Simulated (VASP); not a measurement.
# Sc (Fm-3m) in VASP: notebook

Runs on Sc. Level: PBE. Tasks: single point.

All numbers are computed with VASP 6.6.1; they aren't measurements. Logs are shortened: lines on timing, memory, paths and dates and some standing lists are left out, and cuts for length are marked.

### Step 1. The cell of the first run

The structure is cubic, space group Fm-3m (No. 225). Conventional cell: a = 4.464 Å, b = 4.464 Å, c = 4.464 Å, α = 90.00°, β = 90.00°, γ = 90.00°. Within 4.2 Å of Sc (site symmetry m-3m) lie 12 Sc at 3.16 Å.

This isn't the form of Sc at room conditions, which is hcp.

### Step 2. Single point, PBE (22.24 Å³/atom)

INCAR

```
  ALGO = Normal
  EDIFF = 1E-7
  ENCUT = 520
  GGA = PE
  ISIF = 2
  ISMEAR = -1
  LASPH = T
  LCHARG = T
  LELF = T
  LREAL = F
  LVHAR = T
  LWAVE = F
  NBANDS = 12
  NELM = 80
  PREC = Accurate
  SIGMA = 0.03
```

KPOINTS

```
k-points
0
Gamma
  15 15 15
```

POSCAR

```
Sc
1.0
    0.0000000000      2.2320095133      2.2320095133
    2.2320095133      0.0000000000      2.2320095133
    2.2320095133      2.2320095133      0.0000000000
Sc
1
Direct
    0.0000000000      0.0000000000      0.0000000000
```

Potentials or basis: VASP PAW PBE potentials, release 64 (Sc_sv).

Command:

```console
> cat potpaw_PBE.64/Sc_sv/POTCAR > POTCAR
> mpirun -np 1 vasp_std > vasp.out
```

OUTCAR:

```text
EDIFF = 1E-7
   ENCUT = 520
   GGA = PE
   ISIF = 2
   ISMEAR = -1
   LASPH = T
   LREAL = F
   NELM = 80
   PREC = Accurate

 ion  position               nearest neighbor table
   1  0.000  0.000  0.000-

  LATTYP: Found a face centered cubic cell.
 ALAT       =     4.4640190266

  Lattice vectors:

 A1 = (   0.0000000000,   2.2320095133,   2.2320095133)
 A2 = (   2.2320095133,   0.0000000000,   2.2320095133)
 A3 = (   2.2320095133,   2.2320095133,   0.0000000000)

Analysis of symmetry for initial positions (statically):
=====================================================================
 Subroutine PRICEL returns:
 Original cell was already a primitive cell.

 Routine SETGRP: Setting up the symmetry group for a
 face centered cubic supercell.

 Subroutine GETGRP returns: Found 48 space group operations
 (whereof 48 operations were pure point group operations)
 out of a pool of 48 trial point group operations.

The static configuration has the point symmetry O_h .

Analysis of symmetry for dynamics (positions and initial velocities):
=====================================================================
 Subroutine PRICEL returns:
 Original cell was already a primitive cell.

 Routine SETGRP: Setting up the symmetry group for a
 face centered cubic supercell.

 Subroutine GETGRP returns: Found 48 space group operations
 (whereof 48 operations were pure point group operations)
 out of a pool of 48 trial point group operations.

The dynamic configuration has the point symmetry O_h .

 Subroutine INISYM returns: Found 48 space group operations
 (whereof 48 operations are pure point group operations),
 and found     1 'primitive' translations

----------------------------------------------------------------------------------------

                                     Primitive cell

  volume of cell :      22.2391

  direct lattice vectors                    reciprocal lattice vectors
     0.000000000  2.232009513  2.232009513    -0.224013382  0.224013382  0.224013382
     2.232009513  0.000000000  2.232009513     0.224013382 -0.224013382  0.224013382
     2.232009513  2.232009513  0.000000000     0.224013382  0.224013382 -0.224013382

  length of vectors
     3.156538125  3.156538125  3.156538125     0.388002559  0.388002559  0.388002559

  position of ions in fractional coordinates (direct lattice)
     0.000000000  0.000000000  0.000000000

  ion indices of the primitive-cell ions
   primitive index   ion index
                 1           1

----------------------------------------------------------------------------------------

 KPOINTS: k-points

Automatic generation of k-mesh.
 Grid dimensions read from file:
 generate k-points for:   15   15   15

 Generating k-lattice:

  Cartesian coordinates                     Fractional coordinates (reciprocal lattice)
    -0.014934225  0.014934225  0.014934225     0.066666667  0.000000000  0.000000000
     0.014934225 -0.014934225  0.014934225     0.000000000  0.066666667  0.000000000
     0.014934225  0.014934225 -0.014934225     0.000000000  0.000000000  0.066666667

  Length of vectors
     0.025866837  0.025866837  0.025866837

  Shift w.r.t. Gamma in fractional coordinates (k-lattice)
     0.000000000  0.000000000  0.000000000

 Subroutine IBZKPT returns following result:
 ===========================================

 Found    120 irreducible k-points:

 Following reciprocal coordinates:
            Coordinates               Weight
  0.000000  0.000000  0.000000      1.000000
  0.066667  0.000000  0.000000      8.000000
  0.133333  0.000000  0.000000      8.000000
  0.200000  0.000000  0.000000      8.000000
  0.266667  0.000000  0.000000      8.000000
  0.333333  0.000000  0.000000      8.000000
[... 16 lines left out ...]
  0.133333  0.133333  0.000000      6.000000
  0.200000  0.133333  0.000000     24.000000
 [... further k-points ...]
   k-points           NKPTS =    120   k-points in BZ     NKDIM =    120   number of bands    NBANDS=     12
   number of dos      NEDOS =    301   number of ions     NIONS =      1
   total plane-waves  NPLWV =  13824
   dimension x,y,z NGX =    24 NGY =   24 NGZ =   24
   dimension x,y,z NGXF=    48 NGYF=   48 NGZF=   48
   ions per type =               1
   NGX,Y,Z   is equivalent  to a cutoff of  12.64, 12.64, 12.64 a.u.
   NGXF,Y,Z  is equivalent  to a cutoff of  25.28, 25.28, 25.28 a.u.
 SYSTEM =  unknown system
   PREC   = accura    normal or accurate (medium, high low for compatibility)
   ISTART =      0    job   : 0-new  1-cont  2-samecut
   ICHARG =      2    charge: 1-file 2-atom 10-const
   ISPIN  =      1    spin polarized calculation?
   LNONCOLLINEAR =      F non collinear calculations
   LSORBIT =      F    spin-orbit coupling
   LASPH  =      T    aspherical Exc in radial PAW
   ENCUT  =  520.0 eV  38.22 Ry    6.18 a.u.   5.87  5.87  5.87*2*pi/ulx,y,z
   NELM   =     80;   NELMIN=  2; NELMDL= -5     # of ELM steps
   EDIFF  = 0.1E-06   stopping-criterion for ELM
   LREAL  =      F    real-space projection
   EDIFFG = 0.1E-05   stopping-criterion for IOM
   NSW    =      0    number of steps for IOM
   IBRION =     -1    ionic relax: 0-MD 1-quasi-New 2-CG
   NFREE  =      0    steps in history (QN), initial steepest desc. (CG)
   ISIF   =      2    stress and relaxation
   ISYM   =      2    0-nonsym 1-usesym 2-fastsym
   POTIM  = 0.5000    time-step for ionic-motion
   TEBEG  =    0.0;   TEEND  =   0.0 temperature during run
   PSTRESS=    0.0 pullay stress
   NELECT =      11.0000    total number of electrons
   NUPDOWN=      -1.0000    fix difference up-down
   EMIN   =  10.00;   EMAX   =-10.00  energy-range for DOS
   EFERMI =   0.00;   METHOD = LEGACY
   ISMEAR =    -1;   SIGMA  =   0.03  broadening in eV -4-tet -1-fermi 0-gaus
   EFERMI_NEDOS =   21; number of points for ismear=-14 and -15
   IALGO  =     38    algorithm
   IMIX   =      4    mixing-type and parameters
     AMIX     =   0.40;   BMIX     =  1.00
     AMIX_MAG =   1.60;   BMIX_MAG =  1.00
  volume/ion in A,a.u.               =      22.24       150.08
  Fermi-wavevector in a.u.,A,eV,Ry     =   1.294692  2.446612 22.806446  1.676227
  Thomas-Fermi vector in A             =   2.426259
   LORBIT       =      0    0 simple, 1 ext, 2 COOP (PROOUT), +10 PAW based schemes
   GGA     = PE    functional components
   LHFCALC =     F    Hartree Fock is set to
   AEXX    =    0.0000 exact exchange contribution
   IVDW    =     0    specifies the selected vdW correction
   LEPSILON=     F    determine dielectric tensor
   LRPA    =     F    only Hartree local field effects (RPA)
 non-spin polarized calculation
  energy-cutoff  :      520.00
  volume of cell :       22.24
 maximum number of plane-waves:       612
   NGX = 11   NGY = 11   NGZ = 11

 number of electron      11.0000004 magnetization

 Free energy of the ion-electron system (eV)
  ---------------------------------------------------
  ext. energy  EPLUGINS =         0.00000000
  ---------------------------------------------------
  free energy    TOTEN  =        -6.15873332 eV

  energy without entropy =       -6.15354779  energy(sigma->0) =       -6.15614055

 E-fermi :   4.3715     XC(G=0): -10.2931

 val. band max:        4.3504434470   @ k =  -0.4000   0.4000   0.2000
 cond. band min:       4.3725604986   @ k =  -0.3333   0.4000   0.2000
 fundamental gap:      0.0221170516
 Fermi energy:         4.3715484972

 k-point     1 :       0.0000    0.0000    0.0000
  band No.  band energies     occupation
      1     -44.7916      2.00000
      2     -23.1387      2.00000
      3     -23.1387      2.00000
      4     -23.1387      2.00000
      5      -1.0027      2.00000
      6       6.0933      0.00000
      7       6.0933      0.00000
      8       6.0933      0.00000
      9       7.6721      0.00000
     10       7.6721      0.00000
     11      17.4468      0.00000
     12      21.2659      0.00000

 k-point     2 :       0.0667    0.0000    0.0000
  band No.  band energies     occupation
      1     -44.7876      2.00000
      2     -23.1638      2.00000
      3     -23.1418      2.00000
      4     -23.1418      2.00000
      5      -0.8786      2.00000
      6       5.9966      0.00000
      7       6.1411      0.00000
      8       6.1411      0.00000
      9       7.6367      0.00000
     10       7.6367      0.00000
     11      17.5845      0.00000
     12      20.2912      0.00000

 k-point     3 :       0.1333    0.0000    0.0000
  band No.  band energies     occupation
      1     -44.7764      2.00000
      2     -23.2343      2.00000
      3     -23.1506      2.00000
      4     -23.1506      2.00000
      5      -0.5171      2.00000
      6       5.7406      0.00000
      7       6.2557      0.00000
      8       6.2557      0.00000
      9       7.5688      0.00000
     10       7.5688      0.00000
     11      17.7963      0.00000
     12      18.7919      0.00000
[... 286 lines left out ...]
 k-point    23 :       0.1333    0.1333    0.0000
  band No.  band energies     occupation
      1     -44.7714      2.00000
      2     -23.2319      2.00000
      3     -23.1714      2.00000
      4     -23.1714      2.00000
      5      -0.3591      2.00000
      6       5.5632      0.00000
      7       6.3942      0.00000
      8       6.3942      0.00000
      9       7.1395      0.00000
     10       7.8286      0.00000
     11      18.1293      0.00000
     12      19.4038      0.00000

 k-point    24 :       0.2000    0.1333    0.0000
  band No.  band energies     occupation
      1     -44.7591      2.00000
      2     -23.2985      2.00000
      3     -23.1880      2.00000
      4     -23.1835      2.00000
      5       0.0551      2.00000
      6       5.3000      0.00000
      7       6.4778      0.00000
      8       6.5443      0.00000
      9       6.9928      0.00000
     10       7.9074      0.00000
     11      18.0461      0.00000
     12      18.5790      0.00000

 [... further k-points ...]
[... 5 lines left out ...]
  --------------------------------------------------------------------------------------
  -------------------------------------------------------------------------------------
  Total        0.8632877      0.8632877      0.8632877      0.0000000      0.0000000      0.0000000
  in kB       62.1939292     62.1939292     62.1939292      0.0000000      0.0000000      0.0000000
  external PRESSURE =      62.1939292 kB  Pullay stress =       0.0000000 kB

 VOLUME and BASIS-vectors are now :
 -----------------------------------------------------------------------------
  energy-cutoff  :      520.00
  volume of cell :       22.24
      direct lattice vectors                 reciprocal lattice vectors
     0.000000000  2.232009513  2.232009513    -0.224013382  0.224013382  0.224013382
     2.232009513  0.000000000  2.232009513     0.224013382 -0.224013382  0.224013382
     2.232009513  2.232009513  0.000000000     0.224013382  0.224013382 -0.224013382

 POSITION                                       TOTAL-FORCE (eV/Angst)
 -----------------------------------------------------------------------------------
      0.00000      0.00000      0.00000         0.000000     -0.000000      0.000000
 -----------------------------------------------------------------------------------
    total drift:                                0.000000      0.000000      0.000000

  FREE ENERGIE OF THE ION-ELECTRON SYSTEM (eV)
  ---------------------------------------------------
  free  energy   TOTEN  =        -6.1587333199 eV

  energy  without entropy=       -6.1535477896  energy(sigma->0) =       -6.15614055
```

It took 18 s on 1 thread of Intel Xeon Platinum 8259CL at 2.50GHz (Skylake/Cascade Lake), shared host; peak memory 0.15 GiB.

Results:

* Free energy: -6.1587 eV
* Pressure: 6.2 GPa
* Band gap on the k mesh: zero (an odd number of electrons rules out a gap without spin polarisation)

Caveat: the cell stands under pressure.

### Step 3. Single point, PBE (22.82 Å³/atom)

This run uses another cell than the first one, of 22.82 Å³/atom.

INCAR

```
SYSTEM = Sc
  PREC = Accurate
  ENCUT = 520
  EDIFF = 1E-6
  ISMEAR = -1
  SIGMA = 0.03
  LREAL = .False.
  LASPH = .True.
  NELM = 100
  ALGO = Normal
  ISIF = 2
  LWAVE = .False.
  LCHARG = .False.
  GGA = PE
  NBANDS = 12
```

KPOINTS

```
Automatic mesh
0
Gamma
  15 15 15
  0 0 0
```

POSCAR

```
Sc
1.0
    0.0000000000      2.2514192660      2.2514192660
    2.2514192660      0.0000000000      2.2514192660
    2.2514192660      2.2514192660      0.0000000000
Sc
1
Direct
    0.0000000000      0.0000000000      0.0000000000
```

Potentials or basis: VASP PAW PBE potentials, release 64 (Sc_sv).

Command:

```console
> cat potpaw_PBE.64/Sc_sv/POTCAR > POTCAR
> mpirun -np 1 vasp_std > vasp.out
```

It took 17 s on 1 thread of Intel Xeon Platinum 8259CL at 2.50GHz (Skylake/Cascade Lake), shared host; peak memory 0.16 GiB.

Results (log left out):

```
Free energy            : -6.1784 eV
Pressure               : 4.5 GPa
Band gap on the k mesh : zero (an odd number of electrons rules out a gap without spin polarisation)
```

Levels at points of the mesh, in eV from the Fermi level:
| k point | band 1 | band 2 | band 3 | band 4 | band 5 | band 6 | band 7 | band 8 | band 9 | band 10 |
| --- | --- | --- | --- | --- | --- | --- | --- | --- | --- | --- |
| (0.00, 0.00, 0.00) | -49.23 | -27.60 | -27.60 | -27.60 | -5.33 | 1.69 | 1.69 | 1.69 | 3.21 | 3.21 |

Caveat: the cell stands under pressure.

### Step 4. Single point, PBE (23.99 Å³/atom)

This run uses another cell than the first one, of 23.99 Å³/atom.

INCAR

```
ALGO = Normal
EDIFF = 1E-6
ENCUT = 520
GGA = PE
ISIF = 2
ISMEAR = -1
LASPH = True
LCHARG = True
LELF = True
LREAL = False
LVHAR = True
LWAVE = False
NBANDS = 12
NELM = 100
PREC = Accurate
SIGMA = 0.03
```

KPOINTS

```
k-points
0
Gamma
  15 15 15
```

POSCAR

```
Sc
1.0
    0.0000000000      2.2892653138      2.2892653138
    2.2892653138      0.0000000000      2.2892653138
    2.2892653138      2.2892653138      0.0000000000
Sc
1
Direct
    0.0000000000      0.0000000000      0.0000000000
```

Potentials or basis: VASP PAW PBE potentials, release 64 (Sc_sv).

Command:

```console
> cat potpaw_PBE.64/Sc_sv/POTCAR > POTCAR
> mpirun -np 1 vasp_std > vasp.out
```

OUTCAR:

```text
EDIFF = 1E-6
   ENCUT = 520
   GGA = PE
   ISIF = 2
   ISMEAR = -1
   LASPH = True
   LREAL = False
   NELM = 100
   PREC = Accurate

 ion  position               nearest neighbor table
   1  0.000  0.000  0.000-

  LATTYP: Found a face centered cubic cell.
 ALAT       =     4.5785306276

  Lattice vectors:

 A1 = (   0.0000000000,   2.2892653138,   2.2892653138)
 A2 = (   2.2892653138,   0.0000000000,   2.2892653138)
 A3 = (   2.2892653138,   2.2892653138,   0.0000000000)

Analysis of symmetry for initial positions (statically):
[... 530 lines left out ...]
      7       5.8707      0.00000
      8       5.9281      0.00000
      9       6.3410      0.00000
     10       7.1616      0.00000
     11      16.8616      0.00000
     12      17.5037      0.00000

 [... further k-points ...]
[... 5 lines left out ...]
  --------------------------------------------------------------------------------------
  -------------------------------------------------------------------------------------
  Total        0.2155618      0.2155618      0.2155618      0.0000000      0.0000000      0.0000000
  in kB       14.3934183     14.3934183     14.3934183      0.0000000      0.0000000      0.0000000
  external PRESSURE =      14.3934183 kB  Pullay stress =       0.0000000 kB

 VOLUME and BASIS-vectors are now :
 -----------------------------------------------------------------------------
  energy-cutoff  :      520.00
  volume of cell :       23.99
      direct lattice vectors                 reciprocal lattice vectors
     0.000000000  2.289265314  2.289265314    -0.218410683  0.218410683  0.218410683
     2.289265314  0.000000000  2.289265314     0.218410683 -0.218410683  0.218410683
     2.289265314  2.289265314  0.000000000     0.218410683  0.218410683 -0.218410683

 POSITION                                       TOTAL-FORCE (eV/Angst)
 -----------------------------------------------------------------------------------
      0.00000      0.00000      0.00000        -0.000000     -0.000000     -0.000000
 -----------------------------------------------------------------------------------
    total drift:                                0.000000      0.000000      0.000000

  FREE ENERGIE OF THE ION-ELECTRON SYSTEM (eV)
  ---------------------------------------------------
  free  energy   TOTEN  =        -6.2001123605 eV

  energy  without entropy=       -6.1938445972  energy(sigma->0) =       -6.19697848
```

Run time: 21 s. Hardware: 1 thread of Intel Xeon Platinum 8259CL at 2.50GHz (Skylake/Cascade Lake), shared host; peak memory 0.16 GiB.

What came out:

```yaml
Free_energy: -6.2001 eV
Pressure: 1.4 GPa
Band_gap_on_the_k_mesh: zero (an odd number of electrons rules out a gap without spin polarisation)
```

Levels at points of the mesh, in eV from the Fermi level:
| k point | band 2 | band 3 | band 4 | band 5 | band 6 | band 7 | band 8 | band 9 |
| --- | --- | --- | --- | --- | --- | --- | --- | --- |
| (0.00, 0.00, 0.00) | -27.76 | -27.76 | -27.76 | -5.24 | 1.62 | 1.62 | 1.62 | 3.04 |

### Step 5. The runs side by side

| cell | gap on the mesh (eV) | pressure (GPa) |
| --- | --- | --- |
| a = 3.157 Å, angles 60.0°, 1 atom | none | 6.2 |
| a = 3.184 Å, angles 60.0°, 1 atom | none | 4.5 |
| a = 3.238 Å, angles 60.0°, 1 atom | none | 1.4 |

Alike in all rows: task single point; level PBE; potentials or basis VASP PAW PBE potentials, release 64 (Sc_sv); no spin polarisation; k mesh 15 × 15 × 15; cutoff (eV) 520; smearing fermi-dirac 0.03 eV.

Caveats: the cell stands under pressure (at least some runs).

Absolute energies hang on the potentials; compare differences alone.
